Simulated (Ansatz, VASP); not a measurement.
**Si3Sn: VASP beside Ansatz**

The input INCAR:

```
SYSTEM = Si3Sn
  ALGO = Normal
  EDIFF = 1E-7
  ENCUT = 520
  GGA = PE
  ISIF = 2
  ISMEAR = 0
  LASPH = .TRUE.
  LCHARG = .TRUE.
  LELF = .TRUE.
  LREAL = .FALSE.
  LVHAR = .TRUE.
  LWAVE = .FALSE.
  NBANDS = 21
  NELM = 100
  PREC = Accurate
  SIGMA = 0.1
```

The input KPOINTS:

```
k-points
0
G
  4 4 4
  0 0 0
```

Contents of POSCAR:

```
Si3Sn
1.0
    3.9802543600      0.0000000000      0.0000000000
    0.0000000000      3.9802543600      0.0000000000
    0.0000000000      0.0000000000      4.4933594900
Si Sn
3 1
Direct
    0.0000000000      0.0000000000      0.6680060200
    0.0000000000      0.0000000000      0.3319939800
    0.0000000000      0.0000000000      0.0000000000
    0.5000000000      0.5000000000      0.5000000000
```

Input for Ansatz:

```yaml
crystal:
  lattice:
    - [3.98025436, 0.0, 0.0]
    - [0.0, 3.98025436, 0.0]
    - [0.0, 0.0, 4.49335949]
  atoms:
    - { symbol: Si, position: [0.0, 0.0, 0.66800602] }
    - { symbol: Si, position: [0.0, 0.0, 0.33199398] }
    - { symbol: Si, position: [0.0, 0.0, 0.0] }
    - { symbol: Sn, position: [0.5, 0.5, 0.5] }
basis:
  ecutwfc: 420
kpoints:
  mp_grid: { grid: [4, 4, 4] }
hamiltonian:
  xc: pbe
scf:
  occupations: { method: gaussian, width: 0.1 }
  lower_state_search: "off"
output:
  forces: true
  stress: true
  eigenvalues: true
```

Alike in both runs: task single point; functional PBE; k mesh 4 × 4 × 4; occupations gaussian, width 0.1 eV; no spin polarisation.

```csv
,VASP,Ansatz
version,VASP 6.6.1,Ansatz 0.2.0
potentials or method,"VASP PAW PBE potentials, release 64 (Si, Sn_d), cutoff 520 eV","scalar-relativistic, plane waves, PAW"
valence electrons in the cell,26,26
```

Ansatz gave:

* gap on the k mesh at the Fermi level (eV): none
* rms of the force components (eV/Å): 0.542

Task: What did VASP give for the same quantities?

Result: gap on the k mesh at the Fermi level (eV): none; rms of the force components (eV/Å): 0.611.

Atom by atom the forces differ by 0.070 eV/Å (rms over components). A gap of «none» marks a metal or a gap that the smearing closes.

The k mesh is coarse, so the values compare programs but aren't converged.
